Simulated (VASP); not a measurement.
# Lu (P6_3/mmc) in VASP: single point with r2SCAN

Aim: the single point of Lu with r2SCAN.

Program: VASP 6.6.1. These are calculated values, not measurements. Logs are shortened: lines on timing, memory, paths and dates and some standing lists are left out, and cuts for length are marked.

## (1) The cell of the first run

The structure is hexagonal, space group P6_3/mmc (No. 194). Conventional cell: a = 3.503 Å, b = 3.503 Å, c = 5.452 Å, α = 90.00°, β = 90.00°, γ = 120.00°. Lu (site symmetry -6m2) has 12 Lu at 3.39 to 3.50 Å within 4.5 Å.

## (2) Single point, r2SCAN (28.97 Å³/atom)

Input file POSCAR:

```
Lu
1.0
    3.5028872691      0.0000000000      0.0000000000
   -1.7514436345      3.0335893617      0.0000000000
    0.0000000000      0.0000000000      5.4519644134
Lu
2
Direct
    0.3333333333      0.6666666667      0.7500000000
    0.6666666667      0.3333333333      0.2500000000
```

Input file INCAR.step1:

```
SYSTEM = Lu
PREC     = Accurate       ! precision mode
ENCUT    = 520            ! plane-wave cutoff, eV
ISMEAR   = 0              ! smearing method
SIGMA    = 0.05           ! smearing width, eV
LREAL    = .FALSE.        ! projectors in reciprocal space
LASPH    = .TRUE.         ! aspherical terms in the spheres
NELM     = 60             ! most SCF steps
NBANDS   = 32             ! bands
GGA      = PE             ! functional
ALGO     = Normal         ! electronic algorithm
EDIFF    = 1E-4           ! SCF threshold, eV
LWAVE    = .TRUE.         ! write WAVECAR
LCHARG   = .FALSE.        ! write CHGCAR
```

Input file INCAR.step2:

```
SYSTEM = Lu
PREC     = Accurate       ! precision mode
ENCUT    = 520            ! plane-wave cutoff, eV
EDIFF    = 1E-7           ! SCF threshold, eV
ISMEAR   = 0              ! smearing method
SIGMA    = 0.05           ! smearing width, eV
LREAL    = .FALSE.        ! projectors in reciprocal space
LASPH    = .TRUE.         ! aspherical terms in the spheres
NELM     = 60             ! most SCF steps
ALGO     = Normal         ! electronic algorithm
ISIF     = 2              ! what is computed and relaxed
LWAVE    = .FALSE.        ! write WAVECAR
LCHARG   = .FALSE.        ! write CHGCAR
METAGGA  = R2SCAN         ! meta-GGA
LMIXTAU  = .TRUE.       
NBANDS   = 32             ! bands
ISTART   = 1
```

Input file KPOINTS:

```
regular mesh
0
G
  14 14 8
  0 0 0
```

Potentials or basis: VASP PAW PBE potentials, release 64 (Lu).

Launch:

```console
$ cat potpaw_PBE.64/Lu/POTCAR > POTCAR
$ cp INCAR.step1 INCAR
$ mpirun -np 1 vasp_std > vasp.out
$ cp INCAR.step2 INCAR
$ mpirun -np 1 vasp_std > vasp.out
```

OUTCAR:

```text
SYSTEM = Lu
   PREC = Accurate
   ENCUT = 520
   EDIFF = 1E-7
   ISMEAR = 0
   LREAL = .FALSE.
   LASPH = .TRUE.
   NELM = 60
   ISIF = 2
   METAGGA = R2SCAN
   ISTART = 1

 ion  position               nearest neighbor table
   1  0.333  0.667  0.750-   2 3.39   2 3.39   2 3.39   2 3.39   2 3.39   2 3.39
   2  0.667  0.333  0.250-   1 3.39   1 3.39   1 3.39   1 3.39   1 3.39   1 3.39

  LATTYP: Found a hexagonal cell.
 ALAT       =     3.5028872691
 C/A-ratio  =     1.5564201741

  Lattice vectors:

 A1 = (   3.5028872691,   0.0000000000,   0.0000000000)
 A2 = (  -1.7514436345,   3.0335893617,   0.0000000000)
 A3 = (   0.0000000000,   0.0000000000,   5.4519644134)

Analysis of symmetry for initial positions (statically):
=====================================================================
 Subroutine PRICEL returns:
 Original cell was already a primitive cell.

 Routine SETGRP: Setting up the symmetry group for a
 hexagonal supercell.

 Subroutine GETGRP returns: Found 24 space group operations
 (whereof 12 operations were pure point group operations)
 out of a pool of 24 trial point group operations.

The static configuration has the point symmetry D_3d.
 The point group associated with its full space group is D_6h.

Analysis of symmetry for dynamics (positions and initial velocities):
=====================================================================
 Subroutine PRICEL returns:
 Original cell was already a primitive cell.

 Routine SETGRP: Setting up the symmetry group for a
 hexagonal supercell.

 Subroutine GETGRP returns: Found 24 space group operations
 (whereof 12 operations were pure point group operations)
 out of a pool of 24 trial point group operations.

The dynamic configuration has the point symmetry D_3d.
 The point group associated with its full space group is D_6h.

 Subroutine INISYM returns: Found 24 space group operations
 (whereof 12 operations are pure point group operations),
 and found     1 'primitive' translations

----------------------------------------------------------------------------------------

                                     Primitive cell

  volume of cell :      57.9343

  direct lattice vectors                    reciprocal lattice vectors
     3.502887269  0.000000000  0.000000000     0.285478785  0.164821253  0.000000000
    -1.751443634  3.033589362  0.000000000     0.000000000  0.329642506  0.000000000
     0.000000000  0.000000000  5.451964413     0.000000000  0.000000000  0.183420126

  length of vectors
[... 81 lines left out ...]
   NELM   =     60;   NELMIN=  2; NELMDL=  0     # of ELM steps
   EDIFF  = 0.1E-06   stopping-criterion for ELM
   LREAL  =      F    real-space projection
   EDIFFG = 0.1E-05   stopping-criterion for IOM
   NSW    =      0    number of steps for IOM
   IBRION =     -1    ionic relax: 0-MD 1-quasi-New 2-CG
   NFREE  =      0    steps in history (QN), initial steepest desc. (CG)
   ISIF   =      2    stress and relaxation
   ISYM   =      2    0-nonsym 1-usesym 2-fastsym
   POTIM  = 0.5000    time-step for ionic-motion
   TEBEG  =    0.0;   TEEND  =   0.0 temperature during run
   PSTRESS=    0.0 pullay stress
   NELECT =      50.0000    total number of electrons
   NUPDOWN=      -1.0000    fix difference up-down
   EMIN   =  10.00;   EMAX   =-10.00  energy-range for DOS
   EFERMI =   0.00;   METHOD = LEGACY
   ISMEAR =     0;   SIGMA  =   0.05  broadening in eV -4-tet -1-fermi 0-gaus
   EFERMI_NEDOS =   21; number of points for ismear=-14 and -15
   IALGO  =     38    algorithm
   IMIX   =      4    mixing-type and parameters
     AMIX     =   0.40;   BMIX     =  1.00
     AMIX_MAG =   1.60;   BMIX_MAG =  1.00
  volume/ion in A,a.u.               =      28.97       195.48
  Fermi-wavevector in a.u.,A,eV,Ry     =   1.558665  2.945450 33.054501  2.429437
  Thomas-Fermi vector in A             =   2.662136
   LORBIT       =      0    0 simple, 1 ext, 2 COOP (PROOUT), +10 PAW based schemes
   METAGGA = R2SCAN    functional components
   LHFCALC =     F    Hartree Fock is set to
   AEXX    =    0.0000 exact exchange contribution
   IVDW    =     0    specifies the selected vdW correction
   LEPSILON=     F    determine dielectric tensor
   LRPA    =     F    only Hartree local field effects (RPA)
 non-spin polarized calculation
 Gauss-broadening in eV      SIGMA  =   0.05
  energy-cutoff  :      520.00
  volume of cell :       57.93
 maximum number of plane-waves:      1604
 NGX is ok and might be reduce to    28
   NGX = 13   NGY = 13   NGZ = 21

 number of electron      49.9999997 magnetization

 Free energy of the ion-electron system (eV)
  ---------------------------------------------------
  ext. energy  EPLUGINS =         0.00000000
  ---------------------------------------------------
  free energy    TOTEN  =       -76.11753918 eV

  energy without entropy =      -76.11404249  energy(sigma->0) =      -76.11579083

 E-fermi :   2.1820     XC(G=0): -11.6287

 val. band max:        2.1712776334   @ k =   0.2857   0.1429   0.3750
 cond. band min:       2.1855328425   @ k =   0.3571  -0.0000   0.1250
 fundamental gap:      0.0142552091
 Fermi energy:         2.1819967368

 k-point     1 :       0.0000    0.0000    0.0000
  band No.  band energies     occupation
      1     -55.6852      2.00000
      2     -55.6452      2.00000
      3     -25.9945      2.00000
      4     -25.5370      2.00000
      5     -25.5369      2.00000
      6     -25.4489      2.00000
[... 829 lines left out ...]
     31       8.0518      0.00000
     32       8.2549      0.00000

 [... further k-points ...]

------------------------ aborting loop because EDIFF is reached ----------------------------------------

  FORCE on cell =-STRESS in cart. coord.  units (eV):
  Direction    XX          YY          ZZ          XY          YZ          ZX
  --------------------------------------------------------------------------------------
  -------------------------------------------------------------------------------------
  Total        0.1170073      0.1170073      0.1551431      0.0000000      0.0000000     -0.0000000
  in kB        3.2358453      3.2358453      4.2904927      0.0000000      0.0000000     -0.0000000
  external PRESSURE =       3.5873944 kB  Pullay stress =       0.0000000 kB

 VOLUME and BASIS-vectors are now :
 -----------------------------------------------------------------------------
  energy-cutoff  :      520.00
  volume of cell :       57.93
      direct lattice vectors                 reciprocal lattice vectors
     3.502887269  0.000000000  0.000000000     0.285478785  0.164821253  0.000000000
    -1.751443634  3.033589362  0.000000000     0.000000000  0.329642506  0.000000000
     0.000000000  0.000000000  5.451964413     0.000000000  0.000000000  0.183420126

 POSITION                                       TOTAL-FORCE (eV/Angst)
 -----------------------------------------------------------------------------------
     -0.00000      2.02239      4.08897         0.000000      0.000000      0.000000
      1.75144      1.01120      1.36299        -0.000000      0.000000      0.000000
 -----------------------------------------------------------------------------------
    total drift:                               -0.000000      0.000000     -0.000000

  FREE ENERGIE OF THE ION-ELECTRON SYSTEM (eV)
  ---------------------------------------------------
  free  energy   TOTEN  =       -76.1175391767 eV

  energy  without entropy=      -76.1140424886  energy(sigma->0) =      -76.11579083
```

OSZICAR.step1:

```text
N       E                     dE             d eps       ncg     rms          rms(c)
DAV:   1     0.239662035287E+03    0.23966E+03   -0.19416E+04 11136   0.512E+03
DAV:   2     0.206930587003E+02   -0.21897E+03   -0.21086E+03  8304   0.552E+02
DAV:   3    -0.661378145700E+01   -0.27307E+02   -0.26838E+02 11136   0.117E+02
DAV:   4    -0.914504272529E+01   -0.25313E+01   -0.25175E+01 11712   0.244E+01
DAV:   5    -0.921786423942E+01   -0.72822E-01   -0.72792E-01 11928   0.434E+00    0.493E+00
DAV:   6    -0.908203269091E+01    0.13583E+00   -0.42305E-01 12200   0.819E+00    0.231E+00
DAV:   7    -0.904768413026E+01    0.34349E-01   -0.93240E-02 11208   0.187E+00    0.445E-01
DAV:   8    -0.904468762483E+01    0.29965E-02   -0.12126E-02 12664   0.894E-01    0.145E-01
DAV:   9    -0.904493089306E+01   -0.24327E-03   -0.14234E-03  9144   0.267E-01    0.102E-01
DAV:  10    -0.904493409658E+01   -0.32035E-05   -0.21215E-04  8576   0.109E-01
   1 F= -.90449341E+01 E0= -.90433155E+01  d E =-.323723E-02
```

Wall time 14 min (1 thread of Intel Xeon Platinum 8488C (Sapphire Rapids), shared host); peak memory 0.32 GiB.

What came out:

- Free energy: -76.1175 eV
- Pressure: 0.4 GPa
- Band gap on the k mesh: zero (bands 25 and 26 overlap by 2.02 eV)

Caveat: the PAW data sets were made with another functional, which shifts forces and pressure a little; spin-orbit coupling is left out, which moves the levels of the heavy elements.
